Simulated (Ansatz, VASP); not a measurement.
NaCl in VASP and in Ansatz

```
Na Cl
1.0
     4.72108    0.00000    0.00000
    -2.36054    4.08857    0.00000
     0.00000    0.00000    5.56948
Na Cl
2 2
Direct
  0.33333 0.66667 0.93750
  0.66667 0.33333 0.43750
  0.33333 0.66667 0.43750
  0.66667 0.33333 0.93750
```

Alike in both runs: task single point; functional r2SCAN; k mesh 6 × 6 × 6; no spin polarisation.

|  | VASP | Ansatz |
| --- | --- | --- |
| version | VASP 6.6.1 | Ansatz 0.2.0 |
| potentials or method | VASP PAW PBE potentials, release 64 (Na_pv, Cl) | plane waves, PAW |
| plane-wave cutoff (eV) | 520 | 500 |
| occupations | gaussian, width 0.01 eV | fixed |
| valence electrons in the cell | 28 | 32 |

|  | VASP | Ansatz | Ansatz less VASP |
| --- | --- | --- | --- |
| gap on the k mesh at the Fermi level (eV) | 5.47 | 5.46 | -0.013 |
| pressure (GPa) | -0.2 | 0.0 | +0.17 |
| rms of the force components (eV/Å) | 0.007 | 0.000 | -0.0065 |

VASP's potentials were made for PBE, not for r2SCAN. Atom by atom the forces differ by 0.007 eV/Å (rms over components). VASP's potentials hold 28 valence electrons a cell and Ansatz's 32, so a difference there can come from the potentials and not from the codes. Ansatz's warnings: structure snapped to symmetry.
